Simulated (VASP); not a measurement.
## SiO2: single point with PBE

The system is SiO2, a slab with vacuum.

```
Si O
1.0
     5.92061    0.00000    0.00000
     0.00000    5.33680    0.00000
     0.00000    0.00000   17.77142
Si O
8 16
Direct
  0.00000 0.00000 0.05627
  0.50000 0.25000 0.05627
  0.50000 0.00000 0.25664
  0.00000 0.25000 0.23172
  0.00000 0.50000 0.05627
  0.50000 0.75000 0.05627
  0.50000 0.50000 0.25664
  0.00000 0.75000 0.23172
  0.00000 0.00000 0.15458
  0.19410 0.25000 0.05627
  0.50000 0.00000 0.10989
  0.80590 0.25000 0.05627
  0.50000 0.00000 0.34894
  0.68786 0.25000 0.23016
  0.00000 0.00000 0.28878
  0.31214 0.25000 0.23016
  0.00000 0.50000 0.15458
  0.19410 0.75000 0.05627
  0.50000 0.50000 0.10989
  0.80590 0.75000 0.05627
  0.50000 0.50000 0.34894
  0.68786 0.75000 0.23016
  0.00000 0.50000 0.28878
  0.31214 0.75000 0.23016
```

```json
{
 "Program": "VASP 6.6.1",
 "Task": "single point",
 "Functional": "PBE",
 "Potentials or basis": "VASP PAW PBE potentials, release 64 (Si, O)",
 "Cutoff": "520 eV",
 "k mesh": "2 × 2 × 1",
 "Occupations": "fermi-dirac, width 0.05 eV",
 "Spin": "no spin polarisation"
}
```

```yaml
Largest_force: 6.731 eV/Å
Band_gap_on_the_k_mesh: zero (bands 64 and 65 overlap by 0.12 eV)
```

Forces on the atoms (eV/Å):
```
Si   0.000  0.000  6.731
Si   0.000  0.000  0.184
Si   0.000  0.000 -0.177
Si   0.000  0.000 -0.084
Si   0.000  0.000  6.731
Si   0.000  0.000  0.184
Si   0.000  0.000 -0.177
Si   0.000  0.000 -0.084
O    0.000  0.000  0.087
O   -1.400  0.000 -3.529
O    0.000  0.000  0.077
O    1.400  0.000 -3.529
O    0.000  0.000  0.164
O   -0.006  0.000  0.012
O    0.000  0.000  0.049
O    0.006  0.000  0.012
O    0.000  0.000  0.087
O   -1.400  0.000 -3.529
O    0.000  0.000  0.077
O    1.400  0.000 -3.529
O    0.000  0.000  0.164
O   -0.006  0.000  0.012
O    0.000  0.000  0.049
O    0.006  0.000  0.012
```

Levels at points of the mesh, in eV from the Fermi level:
| k point | band 62 | band 63 | band 64 | band 65 | band 66 | band 67 |
| --- | --- | --- | --- | --- | --- | --- |
| (0.00, 0.00, 0.00) | -0.19 | -0.03 | 0.03 | 0.23 | 0.77 | 0.82 |
| (0.50, 0.00, 0.00) | -0.39 | -0.20 | -0.07 | 0.55 | 0.82 | 1.01 |
| (0.00, 0.50, 0.00) | -0.18 | -0.18 | -0.18 | -0.08 | -0.08 | 0.87 |
| (0.50, 0.50, 0.00) | -0.25 | -0.05 | -0.05 | 0.10 | 0.10 | 0.71 |

Wall time 8.6 min on 1 thread of Intel(R) Xeon(R) Platinum 8259CL CPU @ 2.50GHz (Skylake/Cascade Lake), on a shared host, peak memory 0.59 GiB.

Caveat: the k points lie up to 0.59 Å⁻¹ apart.
